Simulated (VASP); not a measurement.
## Mo: single point with LDA

Slab: Mo, a slab with vacuum.

```
Mo
1.0
     4.40066    0.00000    0.00000
    -2.20033    3.81108    0.00000
     0.00000    0.00000   12.07660
Mo
5
Direct
  0.83333 0.16667 0.37262
  0.16667 0.83333 0.43083
  0.50000 0.50000 0.50000
  0.83333 0.16667 0.56917
  0.16667 0.83333 0.62738
```

| Item | Value |
| --- | --- |
| Program | VASP 6.6.1 |
| Task | single point |
| Functional | LDA |
| Potentials or basis | VASP PAW LDA potentials, release 64 (Mo_sv) |
| Cutoff | 520 eV |
| k mesh | 9 × 9 × 1 |
| Occupations | fermi-dirac, width 0.1 eV |
| Spin | no spin polarisation |
| Dipole correction | yes |
| Further INCAR settings | ALGO = Normal; EDIFF = 1e-06; NBANDS = 43 |

```
Largest force          : 0.151 eV/Å
Band gap on the k mesh : zero (band 35 reaches 2.29 eV, above the bottom of band 36 at 2.24 eV)
```

Forces on the atoms (eV/Å):
```
Mo   0.000  0.000 -0.151
Mo   0.000  0.000 -0.134
Mo   0.000  0.000  0.000
Mo   0.000  0.000  0.134
Mo   0.000  0.000  0.151
```

Levels at points of the mesh, in eV from the Fermi level:
```csv
k point,band 31,band 32,band 33,band 34,band 35,band 36,band 37,band 38,band 39,band 40
"(0.00, 0.00, 0.00)",-1.67,-1.67,-1.55,-1.25,-1.25,0.18,0.87,0.87,1.14,1.14
```

It took 2.6 min on 1 thread of Intel Xeon 6975P-C, on a shared host, peak memory 0.29 GiB.
